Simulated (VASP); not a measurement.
Input of a VASP 6.6.1 run:

The input INCAR:

```
PREC = Accurate
ENCUT = 520
EDIFF = 1E-6
ISMEAR = 0
SIGMA = 0.1
LREAL = F
LASPH = T
NELM = 100
ALGO = Normal
ISIF = 2
LWAVE = F
LCHARG = T
GGA = PS
LELF = T
LVHAR = T
NBANDS = 14
```

Contents of KPOINTS:

```
regular mesh
0
Gamma
  8 8 8
```

POSCAR

```
Rh
1.0
   -1.5660921400      1.5660921400      1.5660921400
    1.5660921400     -1.5660921400      1.5660921400
    1.5660921400      1.5660921400     -1.5660921400
Rh
1
Direct
    0.0000000000      0.0000000000      0.0000000000
```

Potentials or basis: VASP PAW PBE potentials, release 64 (Rh_pv).

Run with:

```sh
$ cat potpaw_PBE.64/Rh_pv/POTCAR > POTCAR
$ mpirun -np 1 vasp_std > vasp.out
```

Q: What does it give for the pressure?

A: -21.0 GPa.

Caveat: the cell differs from its parent crystal (Pd replaced by Rh, lengths x 1.013, strained); the PAW data sets were made with another functional, which shifts forces and pressure a little.
